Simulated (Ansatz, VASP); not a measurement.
## One calculation of TiH, two programs

```xyz
2
Lattice="0.0000 2.1610 2.1610 2.1610 0.0000 2.1610 2.1610 2.1610 0.0000" Properties=species:S:1:pos:R:3 pbc="T T T"
Ti    0.0000    0.0000    0.0000
H     1.0805    1.0805    1.0805
```

Alike in both runs: functional r2SCAN; k mesh 22 × 22 × 22; occupations gaussian, width 0.1 eV; no spin polarisation.

Ansatz relaxed the structure, and its values are those at the end. VASP's run is a single point on that final structure, the one shown.

|  | VASP | Ansatz |
| --- | --- | --- |
| version | VASP 6.6.1 | Ansatz 0.2.0 |
| potentials or method | VASP PAW PBE potentials, release 64 (Ti_sv, H), cutoff 520 eV | scalar-relativistic, plane waves, PAW |
| valence electrons in the cell | 13 | 13 |

VASP gave:

```
gap on the k mesh at the Fermi level (eV) : none
pressure (GPa)                            : 0.4
```

What did Ansatz give for the same quantities?

gap on the k mesh at the Fermi level (eV): none; pressure (GPa): 0.0.

VASP's potentials were made for PBE, not for r2SCAN. A gap of «none» marks a metal or a gap that the smearing closes. With one functional, cell and mesh, what is left measures potentials, basis and numerics.
